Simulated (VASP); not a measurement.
# Ni (Fm-3m) in VASP: a series of runs

Runs on Ni. Level: PBE. Tasks: single point.

Program: VASP 6.6.1. These are calculated values, not measurements. Logs are shortened: lines on timing, memory, paths and dates and some standing lists are left out, and cuts for length are marked.

### Step 1. The cell of the first run

Symmetry: Fm-3m, No. 225, cubic system. Conventional cell: a = 3.536 Å, b = 3.536 Å, c = 3.536 Å, α = 90.00°, β = 90.00°, γ = 90.00°. Ni (site symmetry m-3m) has 12 Ni at 2.50 Å within 3.3 Å.

### Step 2. Single point, PBE, collinear spin

File INCAR:

```
SYSTEM = Ni
ALGO = Normal
EDIFF = 1E-6
ENCUT = 520
GGA = PE
ISIF = 2
ISMEAR = -1
ISPIN = 2
ISYM = 0
LASPH = .True.
LCHARG = .False.
LMAXMIX = 4
LORBIT = 11
LREAL = .False.
LWAVE = .False.
MAGMOM = 0.06 0.06
NBANDS = 21
NELM = 150
PREC = Accurate
SIGMA = 0.05
```

File KPOINTS:

```
k-points
0
Gamma
  8 13 10
  0 0 0
```

File POSCAR:

```
Ni
1.0
   -1.7680500000     -3.5361000000     -1.7680500000
   -1.7680500000      0.0000000000     -1.7680500000
    1.7680500000      0.0000000000     -1.7680500000
Ni
2
Direct
    0.0000000000      0.0000000000      0.0000000000
    0.5000000000      0.0000000000      0.5000000000
```

Potentials or basis: VASP PAW PBE potentials, release 64 (Ni).

Run with:

```
> cat potpaw_PBE.64/Ni/POTCAR > POTCAR
> mpirun -np 1 vasp_std > vasp.out
```

OUTCAR:

```text
SYSTEM = Ni
   EDIFF = 1E-6
   ENCUT = 520
   GGA = PE
   ISIF = 2
   ISMEAR = -1
   ISPIN = 2
   ISYM = 0
   LASPH = .True.
   LORBIT = 11
   LREAL = .False.
   NELM = 150
   PREC = Accurate

 ion  position               nearest neighbor table
   1  0.000  0.000  0.000-   2 2.50   2 2.50   2 2.50   2 2.50   2 2.50   2 2.50   2 2.50   2 2.50

   2  0.500  0.000  0.500-   1 2.50   1 2.50   1 2.50   1 2.50   1 2.50   1 2.50   1 2.50   1 2.50

IMPORTANT INFORMATION: All symmetrisations will be switched off!
NOSYMM: (Re-)initialisation of all symmetry stuff for point group C_1.

----------------------------------------------------------------------------------------

                                     Primitive cell

  volume of cell :      22.1077

  direct lattice vectors                    reciprocal lattice vectors
    -1.768050000 -3.536100000 -1.768050000     0.000000000 -0.282797432  0.000000000
    -1.768050000  0.000000000 -1.768050000    -0.282797432  0.282797432 -0.282797432
     1.768050000  0.000000000 -1.768050000     0.282797432  0.000000000 -0.282797432

  length of vectors
     4.330820340  2.500400289  2.500400289     0.282797432  0.489819521  0.399935964

  position of ions in fractional coordinates (direct lattice)
     0.000000000  0.000000000  0.000000000
     0.500000000  0.000000000  0.500000000

  ion indices of the primitive-cell ions
   primitive index   ion index
                 1           1
                 2           2

----------------------------------------------------------------------------------------

 KPOINTS: k-points

Automatic generation of k-mesh.
 Grid dimensions read from file:
 generate k-points for:    8   13   10

 Generating k-lattice:

  Cartesian coordinates                     Fractional coordinates (reciprocal lattice)
     0.000000000 -0.035349679  0.000000000     0.125000000  0.000000000  0.000000000
    -0.021753649  0.021753649 -0.021753649     0.000000000  0.076923077  0.000000000
     0.028279743  0.000000000 -0.028279743     0.000000000  0.000000000  0.100000000

  Length of vectors
     0.035349679  0.037678425  0.039993596

  Shift w.r.t. Gamma in fractional coordinates (k-lattice)
     0.000000000  0.000000000  0.000000000

 -----------------------------------------------------------------------------
|                                                                             |
|           W    W    AA    RRRRR   N    N  II  N    N   GGGG   !!!           |
|           W    W   A  A   R    R  NN   N  II  NN   N  G    G  !!!           |
|           W    W  A    A  R    R  N N  N  II  N N  N  G       !!!           |
|           W WW W  AAAAAA  RRRRR   N  N N  II  N  N N  G  GGG   !            |
|           WW  WW  A    A  R   R   N   NN  II  N   NN  G    G                |
|           W    W  A    A  R    R  N    N  II  N    N   GGGG   !!!           |
|                                                                             |
[... 92 lines left out ...]
   LEPSILON=     F    determine dielectric tensor
   LRPA    =     F    only Hartree local field effects (RPA)
 spin polarized calculation
  energy-cutoff  :      520.00
  volume of cell :       22.11
 maximum number of plane-waves:       613
   NGX = 17   NGY =  9   NGZ =  9

 number of electron      19.9999987 magnetization       1.3075362

 Free energy of the ion-electron system (eV)
  ---------------------------------------------------
  ext. energy  EPLUGINS =         0.00000000
  ---------------------------------------------------
  free energy    TOTEN  =       -10.95369046 eV

  energy without entropy =      -10.92545125  energy(sigma->0) =      -10.93957086

 E-fermi :   9.1561     XC(G=0): -13.1629

 val. band max:        9.1560339673   @ k =  -0.3750   0.3077   0.4000
 cond. band min:       9.1563070856   @ k =   0.3750   0.3846   0.5000
 fundamental gap:      0.0002731182
 Fermi energy:         9.1561464014

 spin component 1

 k-point     1 :       0.0000    0.0000    0.0000
  band No.  band energies     occupation
      1       0.2508      1.00000
      2       4.5883      1.00000
      3       5.0179      1.00000
      4       6.7329      1.00000
      5       6.7412      1.00000
      6       6.7440      1.00000
[... 565 lines left out ...]
     20      37.8756      0.00000
     21      38.1490      0.00000

 [... further k-points ...]

 spin component 2

 k-point     1 :       0.0000    0.0000    0.0000
  band No.  band energies     occupation
      1       0.2199      1.00000
      2       4.9530      1.00000
      3       5.6694      1.00000
      4       7.5192      1.00000
      5       7.5203      1.00000
      6       7.5260      1.00000
[... 565 lines left out ...]
     20      37.8432      0.00000
     21      38.1201      0.00000

 [... further k-points ...]

------------------------ aborting loop because EDIFF is reached ----------------------------------------

  FORCE on cell =-STRESS in cart. coord.  units (eV):
  Direction    XX          YY          ZZ          XY          YZ          ZX
  --------------------------------------------------------------------------------------
  -------------------------------------------------------------------------------------
  Total       -0.3813629     -0.3672374     -0.3813666      0.0016190      0.0016178     -0.0263922
  in kB      -27.6379235    -26.6142302    -27.6381934      0.1173325      0.1172475     -1.9126843
  external PRESSURE =     -27.2967823 kB  Pullay stress =       0.0000000 kB

 VOLUME and BASIS-vectors are now :
 -----------------------------------------------------------------------------
  energy-cutoff  :      520.00
  volume of cell :       22.11
      direct lattice vectors                 reciprocal lattice vectors
    -1.768050000 -3.536100000 -1.768050000     0.000000000 -0.282797432  0.000000000
    -1.768050000  0.000000000 -1.768050000    -0.282797432  0.282797432 -0.282797432
     1.768050000  0.000000000 -1.768050000     0.282797432  0.000000000 -0.282797432

 POSITION                                       TOTAL-FORCE (eV/Angst)
 -----------------------------------------------------------------------------------
      0.00000      0.00000      0.00000         0.000000     -0.000000     -0.000000
      0.00000     -1.76805     -1.76805        -0.000000      0.000000      0.000000
 -----------------------------------------------------------------------------------
    total drift:                                0.000000      0.000000     -0.000000

  FREE ENERGIE OF THE ION-ELECTRON SYSTEM (eV)
  ---------------------------------------------------
  free  energy   TOTEN  =       -10.9536904578 eV

  energy  without entropy=      -10.9254512547  energy(sigma->0) =      -10.93957086

 total charge

# of ion       s       p       d       tot
------------------------------------------
    1        0.491   0.485   8.305   9.282
    2        0.491   0.485   8.305   9.282
--------------------------------------------------
tot          0.983   0.970  16.611  18.563

 magnetization (x)

# of ion       s       p       d       tot
------------------------------------------
    1       -0.006  -0.024   0.696   0.666
    2       -0.006  -0.024   0.696   0.666
--------------------------------------------------
tot         -0.011  -0.048   1.392   1.333
```

Wall time 3.9 min (1 thread of Intel Xeon Platinum 8488C (Sapphire Rapids), shared host); peak memory 0.41 GiB.

What came out:

* Free energy: -10.9537 eV
* Pressure: -2.7 GPa
* Net moment: 1.31 μB per cell
* Site moments: Ni +0.67 μB
* Valence electrons inside the program's atomic spheres: Ni 9.28

Levels at points of the mesh, in eV from the Fermi level:
Spin up:
```csv
k point,band 9,band 10,band 11,band 12,band 13,band 14
"(0.00, 0.00, 0.00)",-0.57,-0.51,-0.50,2.44,9.07,14.67
"(0.50, 0.00, 0.00)",-1.60,-1.60,-0.92,-0.92,19.05,19.05
"(0.00, 0.00, 0.50)",-1.40,-1.40,0.91,0.91,11.38,11.38
"(0.50, 0.00, 0.50)",-0.63,-0.63,-0.27,-0.27,5.54,5.54
```
Spin down:
```
           k point  band 7  band 8  band 9  band 10  band 11  band 12  band 13  band 14
(0.00, 0.00, 0.00)   -0.66   -0.65    0.06     0.38     0.39     2.40     9.32    14.68
(0.50, 0.00, 0.00)   -0.78   -0.78   -0.78    -0.78    -0.30    -0.30    19.13    19.13
(0.00, 0.00, 0.50)   -1.11   -1.11   -0.56    -0.56     1.51     1.51    11.57    11.57
(0.50, 0.00, 0.50)   -0.33   -0.33    0.15     0.15     0.16     0.16     5.98     5.98
```

### Step 3. Single point, PBE, collinear spin, ferromagnetic start

File INCAR:

```
PREC = Accurate
ENCUT = 520
EDIFF = 1E-6
ISMEAR = -1
SIGMA = 0.05
LREAL = F
LASPH = T
NELM = 150
ALGO = Normal
ISIF = 2
LWAVE = F
LCHARG = F
ISPIN = 2
MAGMOM = 2 2
LORBIT = 11
LMAXMIX = 4
GGA = PE
NBANDS = 21
ISYM = 0
```

File KPOINTS:

```
Automatic mesh
0
Gamma
  8 13 10
```

POSCAR is that of step 2.

Potentials or basis: VASP PAW PBE potentials, release 64 (Ni).

Run with:

```
> cat potpaw_PBE.64/Ni/POTCAR > POTCAR
> mpirun -np 1 vasp_std > vasp.out
```

Wall time 3 min (1 thread of Intel Xeon Platinum 8488C (Sapphire Rapids), shared host); peak memory 0.41 GiB.

The run converged. Its results:

```
Free energy                                           : -10.9537 eV
Pressure                                              : -2.8 GPa
Net moment                                            : 1.31 μB per cell
Site moments                                          : Ni +0.67 μB
Valence electrons inside the program's atomic spheres : Ni 9.28
```

Stress tensor (GPa, compression positive):
```
-2.84  0.01 -0.19
 0.01 -2.73  0.01
-0.19  0.01 -2.84
```

Levels at points of the mesh, in eV from the Fermi level:
Spin up:
```
           k point  band 8  band 9  band 10  band 11  band 12  band 13  band 14  band 15
(0.00, 0.00, 0.00)   -1.26   -0.57    -0.51    -0.50     2.44     9.07    14.67    14.67
(0.50, 0.00, 0.00)   -1.60   -1.60    -1.60    -0.92    -0.92    19.05    19.05    19.05
(0.00, 0.00, 0.50)   -1.68   -1.40    -1.40     0.91     0.91    11.38    11.38    12.75
(0.50, 0.00, 0.50)   -0.64   -0.63    -0.63    -0.27    -0.27     5.54     5.54    22.08
```
Spin down:
```
           k point  band 7  band 8  band 9  band 10  band 11  band 12  band 13  band 14
(0.00, 0.00, 0.00)   -0.66   -0.65    0.06     0.39     0.39     2.40     9.32    14.68
(0.50, 0.00, 0.00)   -0.78   -0.78   -0.78    -0.78    -0.30    -0.30    19.13    19.13
(0.00, 0.00, 0.50)   -1.11   -1.11   -0.56    -0.56     1.51     1.51    11.57    11.57
(0.50, 0.00, 0.50)   -0.33   -0.33    0.15     0.15     0.16     0.16     5.98     5.98
```
